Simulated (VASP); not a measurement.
# ZrC (I4mm) in VASP: a series of runs

Runs on ZrC. Level: r2SCAN. Tasks: electric field gradients.

Program: VASP 6.6.1. These are calculated values, not measurements. Logs are shortened: lines on timing, memory, paths and dates and some standing lists are left out, and cuts for length are marked.

### Step 1. The cell of the first run

Symmetry: I4mm, No. 107, tetragonal system. Conventional cell: a = 3.345 Å, b = 3.345 Å, c = 4.730 Å, α = 90.00°, β = 90.00°, γ = 90.00°. Zr (site symmetry 4mm) has 6 C at 2.08 to 2.65 Å within 2.8 Å. C (site symmetry 4mm) has 6 Zr at 2.08 to 2.65 Å within 2.8 Å.

### Step 2. Electric field gradients, r2SCAN (shortest bond scaled by 0.88)

Contents of POSCAR:

```
ZrC
1.0
    0.0000000000      2.3650000000      2.3650000000
    2.3650000000      0.0000000000      2.3650000000
    2.3650000000      2.3650000000      0.0000000000
Zr C
1 1
Direct
    0.4700000000      0.4700000000      0.5300000000
    0.0300000000      0.0300000000     -0.0300000000
```

Contents of INCAR.step1:

```
  PREC = Accurate
  ENCUT = 520
  ISMEAR = -1
  SIGMA = 0.05
  LREAL = False
  LASPH = True
  NELM = 100
  NBANDS = 15
  GGA = PE
  ALGO = Normal
  EDIFF = 1E-4
  LWAVE = True
  LCHARG = False
```

Contents of INCAR.step2:

```
  PREC = Accurate
  ENCUT = 520
  EDIFF = 1E-8
  ISMEAR = -1
  SIGMA = 0.05
  LREAL = False
  LASPH = True
  NELM = 100
  ALGO = Normal
  ISIF = 2
  LWAVE = False
  LCHARG = False
  METAGGA = R2SCAN
  LMIXTAU = True
  LEFG = True
  NBANDS = 15
  ISTART = 1
```

Contents of KPOINTS:

```
regular mesh
0
Gamma
  11 11 11
```

Potentials or basis: VASP PAW PBE potentials, release 64 (Zr_sv, C).

The run is started by

```sh
> cat potpaw_PBE.64/Zr_sv/POTCAR potpaw_PBE.64/C/POTCAR > POTCAR
> cp INCAR.step1 INCAR
> mpirun -np 1 vasp_std > vasp.out
> cp INCAR.step2 INCAR
> mpirun -np 1 vasp_std > vasp.out
```

OUTCAR:

```text
PREC = Accurate
   ENCUT = 520
   EDIFF = 1E-8
   ISMEAR = -1
   LREAL = False
   LASPH = True
   NELM = 100
   ISIF = 2
   METAGGA = R2SCAN
   ISTART = 1

 ion  position               nearest neighbor table
   1  0.470  0.470  0.530-   2 2.08   2 2.38   2 2.38   2 2.38   2 2.38   2 2.65
   2  0.030  0.030  0.970-   1 2.08   1 2.38   1 2.38   1 2.38   1 2.38   1 2.65

  LATTYP: Found a face centered cubic cell.
 ALAT       =     4.7300000000

  Lattice vectors:

 A1 = (   0.0000000000,   2.3650000000,   2.3650000000)
 A2 = (   2.3650000000,   0.0000000000,   2.3650000000)
 A3 = (   2.3650000000,   2.3650000000,   0.0000000000)

Analysis of symmetry for initial positions (statically):
=====================================================================
 Subroutine PRICEL returns:
 Original cell was already a primitive cell.

 Routine SETGRP: Setting up the symmetry group for a
 face centered cubic supercell.

 Subroutine GETGRP returns: Found  8 space group operations
 (whereof  8 operations were pure point group operations)
 out of a pool of 48 trial point group operations.

The static configuration has the point symmetry C_4v.

Analysis of symmetry for dynamics (positions and initial velocities):
=====================================================================
 Subroutine PRICEL returns:
 Original cell was already a primitive cell.

 Routine SETGRP: Setting up the symmetry group for a
 face centered cubic supercell.

 Subroutine GETGRP returns: Found  8 space group operations
 (whereof  8 operations were pure point group operations)
 out of a pool of 48 trial point group operations.

The dynamic configuration has the point symmetry C_4v.

 Subroutine INISYM returns: Found  8 space group operations
 (whereof  8 operations are pure point group operations),
 and found     1 'primitive' translations

----------------------------------------------------------------------------------------

                                     Primitive cell

  volume of cell :      26.4560

  direct lattice vectors                    reciprocal lattice vectors
     0.000000000  2.365000000  2.365000000    -0.211416490  0.211416490  0.211416490
     2.365000000  0.000000000  2.365000000     0.211416490 -0.211416490  0.211416490
     2.365000000  2.365000000  0.000000000     0.211416490  0.211416490 -0.211416490

  length of vectors
     3.344615075  3.344615075  3.344615075     0.366184103  0.366184103  0.366184103

  position of ions in fractional coordinates (direct lattice)
     0.470000000  0.470000000  0.530000000
     0.030000000  0.030000000  0.970000000

  ion indices of the primitive-cell ions
   primitive index   ion index
                 1           1
                 2           2

----------------------------------------------------------------------------------------

 KPOINTS: regular mesh

Automatic generation of k-mesh.
 Grid dimensions read from file:
 generate k-points for:   11   11   11

 Generating k-lattice:

  Cartesian coordinates                     Fractional coordinates (reciprocal lattice)
    -0.019219681  0.019219681  0.019219681     0.090909091  0.000000000  0.000000000
     0.019219681 -0.019219681  0.019219681     0.000000000  0.090909091  0.000000000
     0.019219681  0.019219681 -0.019219681     0.000000000  0.000000000  0.090909091

  Length of vectors
     0.033289464  0.033289464  0.033289464

  Shift w.r.t. Gamma in fractional coordinates (k-lattice)
     0.000000000  0.000000000  0.000000000

 Subroutine IBZKPT returns following result:
 ===========================================

 Found    126 irreducible k-points:

 Following reciprocal coordinates:
            Coordinates               Weight
  0.000000  0.000000  0.000000      1.000000
  0.090909  0.000000  0.000000      8.000000
  0.181818  0.000000  0.000000      8.000000
  0.272727  0.000000  0.000000      8.000000
  0.363636  0.000000  0.000000      8.000000
  0.454545  0.000000  0.000000      8.000000
[... 16 lines left out ...]
 -0.181818  0.090909  0.000000      8.000000
  0.000000 -0.181818  0.090909     16.000000
 [... further k-points ...]
   k-points           NKPTS =    126   k-points in BZ     NKDIM =    126   number of bands    NBANDS=     15
   number of dos      NEDOS =    301   number of ions     NIONS =      2
   total plane-waves  NPLWV =  21952
   dimension x,y,z NGX =    28 NGY =   28 NGZ =   28
   dimension x,y,z NGXF=    56 NGYF=   56 NGZF=   56
   ions per type =               1   1
   NGX,Y,Z   is equivalent  to a cutoff of  13.92, 13.92, 13.92 a.u.
   NGXF,Y,Z  is equivalent  to a cutoff of  27.84, 27.84, 27.84 a.u.
 SYSTEM =  unknown system
   PREC   = accura    normal or accurate (medium, high low for compatibility)
   ISTART =      1    job   : 0-new  1-cont  2-samecut
   ICHARG =      0    charge: 1-file 2-atom 10-const
   ISPIN  =      1    spin polarized calculation?
   LNONCOLLINEAR =      F non collinear calculations
   LSORBIT =      F    spin-orbit coupling
   LASPH  =      T    aspherical Exc in radial PAW
   ENCUT  =  520.0 eV  38.22 Ry    6.18 a.u.   6.22  6.22  6.22*2*pi/ulx,y,z
   NELM   =    100;   NELMIN=  2; NELMDL=  0     # of ELM steps
   EDIFF  = 0.1E-07   stopping-criterion for ELM
   LREAL  =      F    real-space projection
   EDIFFG = 0.1E-06   stopping-criterion for IOM
   NSW    =      0    number of steps for IOM
   IBRION =     -1    ionic relax: 0-MD 1-quasi-New 2-CG
   NFREE  =      0    steps in history (QN), initial steepest desc. (CG)
   ISIF   =      2    stress and relaxation
   ISYM   =      2    0-nonsym 1-usesym 2-fastsym
   POTIM  = 0.5000    time-step for ionic-motion
   TEBEG  =    0.0;   TEEND  =   0.0 temperature during run
   PSTRESS=    0.0 pullay stress
   NELECT =      16.0000    total number of electrons
   NUPDOWN=      -1.0000    fix difference up-down
   EMIN   =  10.00;   EMAX   =-10.00  energy-range for DOS
   EFERMI =   0.00;   METHOD = LEGACY
   ISMEAR =    -1;   SIGMA  =   0.05  broadening in eV -4-tet -1-fermi 0-gaus
   EFERMI_NEDOS =   21; number of points for ismear=-14 and -15
   IALGO  =     38    algorithm
   IMIX   =      4    mixing-type and parameters
     AMIX     =   0.40;   BMIX     =  1.00
     AMIX_MAG =   1.60;   BMIX_MAG =  1.00
  volume/ion in A,a.u.               =      13.23        89.27
  Fermi-wavevector in a.u.,A,eV,Ry     =   1.384439  2.616209 26.077880  1.916670
  Thomas-Fermi vector in A             =   2.508943
   LORBIT       =      0    0 simple, 1 ext, 2 COOP (PROOUT), +10 PAW based schemes
   METAGGA = R2SCAN    functional components
   LHFCALC =     F    Hartree Fock is set to
   AEXX    =    0.0000 exact exchange contribution
   IVDW    =     0    specifies the selected vdW correction
   LEPSILON=     F    determine dielectric tensor
   LRPA    =     F    only Hartree local field effects (RPA)
 non-spin polarized calculation
  energy-cutoff  :      520.00
  volume of cell :       26.46
 maximum number of plane-waves:       725
 NGX is ok and might be reduce to    28
   NGX = 13   NGY = 13   NGZ = 13

 number of electron      16.0000000 magnetization

 Free energy of the ion-electron system (eV)
  ---------------------------------------------------
  ext. energy  EPLUGINS =         0.00000000
  ---------------------------------------------------
  free energy    TOTEN  =       -34.44187632 eV

  energy without entropy =      -34.44066347  energy(sigma->0) =      -34.44126989

 E-fermi :   9.4743     XC(G=0): -12.7932

 val. band max:        9.3975816614   @ k =   0.4545   0.0909  -0.4545
 cond. band min:       9.4771769204   @ k =   0.0000   0.0909   0.0909
 fundamental gap:      0.0795952590
 Fermi energy:         9.4742718380

 k-point     1 :       0.0000    0.0000    0.0000
  band No.  band energies     occupation
      1     -40.4412      2.00000
      2     -17.5062      2.00000
      3     -17.4677      2.00000
      4     -17.4677      2.00000
      5      -2.4513      2.00000
      6       8.9032      1.99998
      7       8.9032      1.99998
      8       9.0743      1.99933
      9      10.7656      0.00000
     10      12.3693      0.00000
     11      12.4074      0.00000
     12      12.4074      0.00000
     13      14.2011      0.00000
     14      16.9413      0.00000
     15      20.3341      0.00000
[... 397 lines left out ...]
 k-point    24 :       0.0000   -0.1818    0.0909
  band No.  band energies     occupation
      1     -40.3979      2.00000
      2     -17.8400      2.00000
      3     -17.5551      2.00000
      4     -17.5007      2.00000
      5      -1.4108      2.00000
      6       6.5968      2.00000
      7       7.7063      2.00000
      8       7.8779      2.00000
      9      11.2725      0.00000
     10      12.4750      0.00000
     11      12.9935      0.00000
     12      15.0179      0.00000
     13      17.5215      0.00000
     14      18.9309      0.00000
     15      22.7540      0.00000

 [... further k-points ...]
[... 5 lines left out ...]
  --------------------------------------------------------------------------------------
  -------------------------------------------------------------------------------------
  Total       -0.5171985     -0.5171985      3.0399738      0.0000000     -0.0000000      0.0000000
  in kB      -31.3216351    -31.3216351    184.1013551      0.0000000     -0.0000000      0.0000000
  external PRESSURE =      40.4860283 kB  Pullay stress =       0.0000000 kB

 VOLUME and BASIS-vectors are now :
 -----------------------------------------------------------------------------
  energy-cutoff  :      520.00
  volume of cell :       26.46
      direct lattice vectors                 reciprocal lattice vectors
     0.000000000  2.365000000  2.365000000    -0.211416490  0.211416490  0.211416490
     2.365000000  0.000000000  2.365000000     0.211416490 -0.211416490  0.211416490
     2.365000000  2.365000000  0.000000000     0.211416490  0.211416490 -0.211416490

 POSITION                                       TOTAL-FORCE (eV/Angst)
 -----------------------------------------------------------------------------------
      2.36500      2.36500      2.22310         0.000000      0.000000      2.377405
      2.36500      2.36500      0.14190         0.000000      0.000000     -2.377405
 -----------------------------------------------------------------------------------
    total drift:                               -0.000000     -0.000000      0.000077

  FREE ENERGIE OF THE ION-ELECTRON SYSTEM (eV)
  ---------------------------------------------------
  free  energy   TOTEN  =       -34.4418763208 eV

  energy  without entropy=      -34.4406634676  energy(sigma->0) =      -34.44126989

 Electric field gradients (V/A^2)
---------------------------------------------------------------------
 ion       V_xx      V_yy      V_zz      V_xy      V_xz      V_yz
---------------------------------------------------------------------
   1      21.527    21.527   -43.054    -0.000    -0.000    -0.000
   2       4.553     4.553    -9.106    -0.000    -0.000    -0.000
---------------------------------------------------------------------

 Electric field gradients after diagonalization (V/A^2)
 (convention: |V_zz| > |V_xx| > |V_yy|)
----------------------------------------------------------------------
 ion       V_xx      V_yy      V_zz     asymmetry (V_yy - V_xx)/ V_zz
----------------------------------------------------------------------
   1      21.527    21.527   -43.054       0.000
   2       4.553     4.553    -9.106       0.000
----------------------------------------------------------------------

           NMR quadrupolar parameters

 Cq : quadrupolar parameter    Cq=e*Q*V_zz/h
 eta: asymmetry parameters     (V_yy - V_xx)/ V_zz
 Q  : nuclear electric quadrupole moment in mb (millibarn)
----------------------------------------------------------------------
 ion       Cq(MHz)       eta       Q (mb)
----------------------------------------------------------------------
   1      -0.104       0.000       1.000
   2      -0.022       0.000       1.000
----------------------------------------------------------------------
```

Wall time 4.2 min (1 thread of Intel Xeon Platinum 8375C at 2.90GHz (Ice Lake), shared host); peak memory 0.2 GiB.

What came out:

```
Free energy                             : -34.4419 eV
Pressure                                : 4.0 GPa
Largest force                           : 2.377 eV/Å
Band gap on the k mesh                  : zero (bands 8 and 9 overlap by 0.78 eV)
Largest electric field gradient by atom : Zr -43.1; C -9.1 V/Å²
```

Forces in eV/Å, atoms in the order of the input:
```
Zr   0.000  0.000  2.377
C    0.000  0.000 -2.377
```

Electric field gradients, principal values (V/Å²):
```csv
atom,least,middle,greatest (by size)
1 Zr,21.527,21.527,-43.054
2 C,4.553,4.553,-9.106
```

Caveat: the cell differs from its parent crystal (shortest bond scaled by 0.88); the stress differs along the axes, from -3 to 18 GPa; without QUAD_EFG the Cq values of the log hold for a quadrupole moment of 1 mb, not for the nuclei; the PAW data sets were made with another functional, which shifts forces and pressure a little.

(Continued in part 2 of 2.)

The gap in the log of VASP goes by the Fermi energy; the results here count the filled bands.